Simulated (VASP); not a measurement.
Write the native input for VASP 6.6.1 that does the following.

```yaml
Task: relaxation of cell and atoms
Functional: revPBE
Potentials_or_basis: VASP PAW PBE potentials, release 64 (Hf_pv)
Cutoff: 600 eV
k_mesh: 10 × 10 × 5
Occupations: fermi-dirac, width 0.05 eV
Spin: no spin polarisation
Dipole_correction: no
Further_INCAR_settings: ALGO = Normal; EDIFF = 1e-06; IBRION = 2; EDIFFG = -0.02; NSW = 80; ISIF = 3
```

The structure of Hf lies in POSCAR:

```
Hf
1.0
    3.1967000000      0.0000000000      0.0000000000
   -1.5983500000      2.7684234083      0.0000000000
    0.0000000000      0.0000000000      5.0578000000
Hf
2
Direct
    0.6666666667      0.3333333333      0.7500000000
    0.3333333333      0.6666666667      0.2500000000
```

The input as run:

INCAR

```
SYSTEM = Hf
PREC = Accurate
ENCUT = 600
EDIFF = 1E-6
ISMEAR = -1
SIGMA = 0.05
LREAL = .FALSE.
LASPH = .TRUE.
NELM = 80
ALGO = Normal
ISIF = 3
LWAVE = .FALSE.
LCHARG = .FALSE.
GGA = RE
IBRION = 2
NSW = 80
EDIFFG = -0.02
```

KPOINTS

```
regular mesh
0
G
  10 10 5
  0 0 0
```

Potentials or basis: VASP PAW PBE potentials, release 64 (Hf_pv).

Run with:

```console
$ cat potpaw_PBE.64/Hf_pv/POTCAR > POTCAR
$ mpirun -np 1 vasp_std > vasp.out
```

Results of the run:

| Quantity | Value |
| --- | --- |
| Relaxed volume | 22.84 Å³/atom |
| Relaxed cell | a = 3.222 Å, b = 3.222 Å, c = 5.080 Å, α = 90.00°, β = 90.00°, γ = 120.00° |
| Space group after relaxing (to 0.05 Å) | P6_3/mmc (No. 194) |
| Energy gained by relaxing | 3.2 meV/atom |
| Ionic steps | 5 |
| Pressure after relaxing | 0.0 GPa |
| Band gap on the k mesh | zero (band 10 reaches 6.04 eV, above the bottom of band 11 at 4.53 eV) |

Caveat: the PAW data sets were made with another functional, which shifts forces and pressure a little; spin-orbit coupling is left out, which moves the levels of the heavy elements.

It took 37 s on 1 thread of Intel(R) Xeon(R) 6975P-C (Granite Rapids), on a shared host, peak memory 0.2 GiB.
